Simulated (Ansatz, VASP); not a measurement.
BN: VASP beside Ansatz

The input POSCAR:

```
BN
1.0
    2.5539396017      0.0000000000      0.0000000000
   -1.2769698009      2.2117765748      0.0000000000
    0.0000000000      0.0000000000      4.2268550000
B N
2 2
Direct
    0.6666666667      0.3333333333      0.9997240000
    0.3333333333      0.6666666667      0.4997240000
    0.6666666667      0.3333333333      0.5720449334
    0.3333333333      0.6666666667      0.1252760000
```

File INCAR.step1:

```
SYSTEM = BN
PREC = Accurate ; ENCUT = 520
ISMEAR = 0 ; SIGMA = 0.05
LREAL = .FALSE. ; LASPH = .TRUE.
NELM = 60 ; NBANDS = 16
GGA = PE ; ALGO = Normal
EDIFF = 1E-4 ; LWAVE = .TRUE.
LCHARG = .FALSE.
```

Contents of INCAR.step2:

```
SYSTEM = BN
PREC = Accurate ; ENCUT = 520
EDIFF = 1E-6 ; ISMEAR = 0
SIGMA = 0.05 ; LREAL = .FALSE.
LASPH = .TRUE. ; NELM = 60
ALGO = Normal ; ISIF = 2
LWAVE = .FALSE. ; LCHARG = .FALSE.
METAGGA = R2SCAN ; LMIXTAU = .TRUE.
NBANDS = 16 ; ISTART = 1
```

KPOINTS

```
regular mesh
0
G
  12 12 6
  0 0 0
```

Input for Ansatz:

```yaml
crystal:
  lattice:
    - [2.5539396017, 0.0, 0.0]
    - [-1.2769698009, 2.2117765748, 0.0]
    - [0.0, 0.0, 4.226855]
  atoms:
    - { symbol: B, position: [0.6666666667, 0.3333333333, 0.999724] }
    - { symbol: B, position: [0.3333333333, 0.6666666667, 0.499724] }
    - { symbol: "N", position: [0.6666666667, 0.3333333333, 0.5720449334] }
    - { symbol: "N", position: [0.3333333333, 0.6666666667, 0.125276] }
basis:
  ecutwfc: 500
kpoints:
  mp_grid: { grid: [12, 12, 6] }
hamiltonian:
  xc: r2scan
scf:
  occupations: { method: gaussian, width: 0.05 }
output:
  forces: true
  stress: true
  eigenvalues: true
  write_density: true
  write_potential: true
  elf: true
  volumetric_format: npy
```

Alike in both runs: task single point; functional r2SCAN; k mesh 12 × 12 × 6; occupations gaussian, width 0.05 eV; no spin polarisation.

|  | VASP | Ansatz |
| --- | --- | --- |
| version | VASP 6.6.1 | Ansatz 0.2.0 |
| potentials or method | VASP PAW PBE potentials, release 64 (B, N), cutoff 520 eV | scalar-relativistic, plane waves, PAW |
| valence electrons in the cell | 16 | 16 |

```tsv
	VASP	Ansatz	Ansatz less VASP
gap on the k mesh at the Fermi level (eV)	5.55	5.56	+0.012
least direct gap on the mesh (eV)	7.03	7.03	-0.003
pressure (GPa)	5.1	4.1	-1.04
traceless stress, the component that is largest in VASP (GPa)	7.71	8.02	+0.315
rms of the force components (eV/Å)	2.336	2.336	-0.0006
```

VASP's potentials were made for PBE, not for r2SCAN. Atom by atom the forces differ by 0.012 eV/Å (rms over components).
